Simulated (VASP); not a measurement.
## Na: density of states with LDA

Crystal: Na.

```
Na
1.0
     0.00000    1.88329    1.88329
     1.88329    0.00000    1.88329
     1.88329    1.88329    0.00000
Na
1
Cartesian
  0.0000 0.0000 0.0000
```

This cell differs from its parent crystal: volume scaled by 0.4.

- Program: VASP 6.6.1
- Task: density of states
- Functional: LDA
- Potentials or basis: VASP PAW LDA potentials, release 64 (Na_pv)
- Cutoff: 520 eV
- k mesh: 13 × 13 × 13
- Occupations: fermi-dirac, width 0.05 eV
- Spin: no spin polarisation
- Dipole correction: no
- k mesh for the DOS: 20 × 20 × 20
- Occupations for the DOS: tetrahedron
- Further INCAR settings: ALGO = Normal; EDIFF = 1e-06; NBANDS = 10

The valence electrons inside the program's atomic spheres are Na 6.30.

Levels at points of the mesh, in eV from the Fermi level:
```csv
k point,band 1,band 2,band 3,band 4,band 5,band 6,band 7,band 8,band 9
"(0.00, 0.00, 0.00)",-25.43,-25.43,-25.43,-6.29,18.19,18.19,18.19,20.86,24.63
"(0.50, 0.00, 0.00)",-26.26,-25.52,-25.52,0.83,1.92,16.36,16.36,19.12,22.96
"(0.50, 0.50, 0.00)",-26.18,-25.69,-25.69,3.00,3.53,8.89,14.09,14.09,21.50
```

Run time: 21 s on 1 thread of Intel(R) Xeon(R) Platinum 8259CL CPU @ 2.50GHz (Skylake/Cascade Lake) (shared host), peak memory 0.13 GiB.
